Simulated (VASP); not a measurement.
Input of a VASP 6.6.1 run:

File INCAR:

```
SYSTEM = KBr
ALGO     = Normal         ! electronic algorithm
EDIFF    = 1E-6           ! SCF threshold, eV
ENCUT    = 520            ! plane-wave cutoff, eV
GGA      = PE             ! functional
ISIF     = 2              ! what is computed and relaxed
ISMEAR   = -1             ! smearing method
LASPH    = .True.         ! aspherical terms in the spheres
LCHARG   = .False.        ! write CHGCAR
LREAL    = .False.        ! projectors in reciprocal space
LWAVE    = .False.        ! write WAVECAR
NBANDS   = 15             ! bands
NELM     = 80             ! most SCF steps
PREC     = Accurate       ! precision mode
SIGMA    = 0.05           ! smearing width, eV
```

KPOINTS

```
k-points
0
Gamma
  7 7 7
  0 0 0
```

POSCAR

```
KBr
1.0
    4.0702779195      0.0000000000      0.0000000000
    0.0000000000      4.0702779195      0.0000000000
    0.0000000000      0.0000000000      4.0702779195
Br K
1 1
Direct
    0.5000000000      0.5000000000      0.5000000000
    0.0000000000      0.0000000000      0.0000000000
```

Potentials or basis: VASP PAW PBE potentials, release 64 (Br, K_sv).

The run is started by

```sh
$ cat potpaw_PBE.64/Br/POTCAR potpaw_PBE.64/K_sv/POTCAR > POTCAR
$ mpirun -np 1 vasp_std > vasp.out
```

Question: Estimate the band gap on the k mesh.

Answer: 3.83 eV, indirect (least direct gap 4.06 eV).

Question: Predict the pressure.

Answer: -0.3 GPa.

 A k mesh can miss the band edges.
